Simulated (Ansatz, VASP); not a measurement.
## Te2Mo: VASP beside Ansatz

INCAR

```
SYSTEM = Te2Mo
ALGO = Normal ; EDIFF = 1E-7
ENCUT = 520 ; GGA = PE
ISIF = 2 ; ISMEAR = 0
LASPH = .True. ; LCHARG = .False.
LREAL = Auto ; LWAVE = .False.
NBANDS = 180 ; NELM = 80
PREC = Accurate ; SIGMA = 0.05
```

KPOINTS

```
k-points
0
Gamma
  2 1 1
  0 0 0
```

File POSCAR:

```
Te2Mo
1.0
   -6.3464500000      3.4942160000      0.0000000000
   -6.3464490000     -6.9884320000      0.0000000000
   -0.5490250000      0.0000000000     14.8561590000
Te Mo
24 12
Direct
    0.7204360000      0.8602180000      0.9011540000
    0.0537680000      0.5268840000      0.9011540000
    0.3871020000      0.1935510000      0.9011540000
    0.4459380000      0.9729690000      0.0985500000
    0.7792720000      0.6396360000      0.0985500000
    0.1126040000      0.3063020000      0.0985500000
    0.2270300000      0.8635150000      0.8617520000
    0.5603640000      0.5301820000      0.8617520000
    0.8936980000      0.1968490000      0.8617520000
    0.9393020000      0.9696510000      0.1379230000
    0.2726360000      0.6363180000      0.1379230000
    0.6059680000      0.3029840000      0.1379230000
    0.8783060000      0.6891530000      0.6382740000
    0.2116400000      0.3558200000      0.6382740000
    0.5449740000      0.0224870000      0.6382740000
    0.6218640000      0.8109320000      0.3620630000
    0.9551960000      0.4775980000      0.3620630000
    0.2885300000      0.1442650000      0.3620630000
    0.3758260000      0.6879130000      0.5989240000
    0.7091600000      0.3545800000      0.5989240000
    0.0424920000      0.0212460000      0.5989240000
    0.1246080000      0.8123040000      0.4013920000
    0.4579420000      0.4789710000      0.4013920000
    0.7912760000      0.1456380000      0.4013920000
    0.4539980000      0.7269990000      0.9930900000
    0.7873300000      0.3936650000      0.9930900000
    0.1206640000      0.0603320000      0.9930900000
    0.0456720000      0.7728360000      0.0065320000
    0.3790060000      0.4395030000      0.0065320000
    0.7123400000      0.1061700000      0.0065320000
    0.3801440000      0.9400720000      0.4935200000
    0.7134760000      0.6067380000      0.4935200000
    0.0468100000      0.2734050000      0.4935200000
    0.7868760000      0.8934380000      0.5068270000
    0.1202100000      0.5601050000      0.5068270000
    0.4535420000      0.2267710000      0.5068270000
```

Input for Ansatz:

```yaml
crystal:
  lattice:
    - [-6.34645, 3.494216, 0.0]
    - [-6.346449, -6.988432, 0.0]
    - [-0.549025, 0.0, 14.856159]
  atoms:
    - { symbol: Te, position: [0.720436, 0.860218, 0.901154] }
    - { symbol: Te, position: [0.053768, 0.526884, 0.901154] }
    - { symbol: Te, position: [0.387102, 0.193551, 0.901154] }
    - { symbol: Te, position: [0.445938, 0.972969, 0.09855] }
    - { symbol: Te, position: [0.779272, 0.639636, 0.09855] }
    - { symbol: Te, position: [0.112604, 0.306302, 0.09855] }
    - { symbol: Te, position: [0.22703, 0.863515, 0.861752] }
    - { symbol: Te, position: [0.560364, 0.530182, 0.861752] }
    - { symbol: Te, position: [0.893698, 0.196849, 0.861752] }
    - { symbol: Te, position: [0.939302, 0.969651, 0.137923] }
    - { symbol: Te, position: [0.272636, 0.636318, 0.137923] }
    - { symbol: Te, position: [0.605968, 0.302984, 0.137923] }
    - { symbol: Te, position: [0.878306, 0.689153, 0.638274] }
    - { symbol: Te, position: [0.21164, 0.35582, 0.638274] }
    - { symbol: Te, position: [0.544974, 0.022487, 0.638274] }
    - { symbol: Te, position: [0.621864, 0.810932, 0.362063] }
    - { symbol: Te, position: [0.955196, 0.477598, 0.362063] }
    - { symbol: Te, position: [0.28853, 0.144265, 0.362063] }
    - { symbol: Te, position: [0.375826, 0.687913, 0.598924] }
    - { symbol: Te, position: [0.70916, 0.35458, 0.598924] }
    - { symbol: Te, position: [0.042492, 0.021246, 0.598924] }
    - { symbol: Te, position: [0.124608, 0.812304, 0.401392] }
    - { symbol: Te, position: [0.457942, 0.478971, 0.401392] }
    - { symbol: Te, position: [0.791276, 0.145638, 0.401392] }
    - { symbol: Mo, position: [0.453998, 0.726999, 0.99309] }
    - { symbol: Mo, position: [0.78733, 0.393665, 0.99309] }
    - { symbol: Mo, position: [0.120664, 0.060332, 0.99309] }
    - { symbol: Mo, position: [0.045672, 0.772836, 0.006532] }
    - { symbol: Mo, position: [0.379006, 0.439503, 0.006532] }
    - { symbol: Mo, position: [0.71234, 0.10617, 0.006532] }
    - { symbol: Mo, position: [0.380144, 0.940072, 0.49352] }
    - { symbol: Mo, position: [0.713476, 0.606738, 0.49352] }
    - { symbol: Mo, position: [0.04681, 0.273405, 0.49352] }
    - { symbol: Mo, position: [0.786876, 0.893438, 0.506827] }
    - { symbol: Mo, position: [0.12021, 0.560105, 0.506827] }
    - { symbol: Mo, position: [0.453542, 0.226771, 0.506827] }
basis:
  ecutwfc: 420
  fft_grid_basis: typed
kpoints:
  mp_grid: { grid: [2, 1, 1] }
hamiltonian:
  xc: pbe
  pseudopotentials: { kind: paw }
scf:
  occupations: { method: gaussian, width: 0.05 }
output:
  forces: true
  stress: false
  eigenvalues: true
  bader: false
  write_density: true
  volumetric_format: npy
```

Alike in both runs: task single point; functional PBE; k mesh 2 × 1 × 1; occupations gaussian, width 0.05 eV; no spin polarisation.

```csv
,VASP,Ansatz
version,VASP 6.6.1,Ansatz 0.2.0
potentials or method,"VASP PAW PBE potentials, release 64 (Te, Mo_sv), cutoff 520 eV","scalar-relativistic, plane waves, PAW"
valence electrons in the cell,312,552
```

|  | VASP | Ansatz | Ansatz less VASP |
| --- | --- | --- | --- |
| gap on the k mesh at the Fermi level (eV) | 0.13 | 0.13 | 0.000 |
| rms of the force components (eV/Å) | 0.151 | 0.148 | -0.0031 |

Atom by atom the forces differ by 0.007 eV/Å (rms over components). The functional is the same, so the differences come from potentials, cutoffs and numerics. VASP's potentials hold 312 valence electrons a cell and Ansatz's 552, so a difference there can come from the potentials and not from the codes. Ansatz's warnings: structure snapped to symmetry.

The k mesh is coarse, so the values compare programs but aren't converged. Spin-orbit coupling is off throughout.
